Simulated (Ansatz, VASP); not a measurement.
**One calculation of FeO, two programs**

```
Fe O
1.0
     1.51882    0.87689    2.51958
    -1.51882    0.87689    2.51958
     0.00000   -1.75378    2.51958
Fe O
1 1
Cartesian
  0.0000 0.0000 0.0000
  0.0000 0.0000 3.7794
```

Alike in both runs: task single point; functional PBEsol; k mesh 11 × 11 × 11; occupations fermi-dirac, width 0.05 eV; collinear spin.

```csv
,VASP,Ansatz
version,VASP 6.6.1,Ansatz 0.2.0
potentials or method,"VASP PAW PBE potentials, release 64 (Fe_sv, O)",Ansatz PAW
plane-wave cutoff (eV),600,420
valence electrons in the cell,22,22
```

```tsv
	VASP	Ansatz	Ansatz less VASP
gap on the k mesh at the Fermi level (eV)	none	none	-
pressure (GPa)	-11.7	-9.4	+2.22
traceless stress, the component that is largest in VASP (GPa)	-0.66	-0.65	+0.017
net moment per atom (μB)	2.00	2.00	0.000
size of the moment on the site where the two differ most (μB)	0.30	0.32	+0.026
```

VASP's potentials were made for PBE, not for PBEsol. Site moments also hang on the region over which each program counts them. A gap of «none» marks a metal or a gap that the smearing closes.
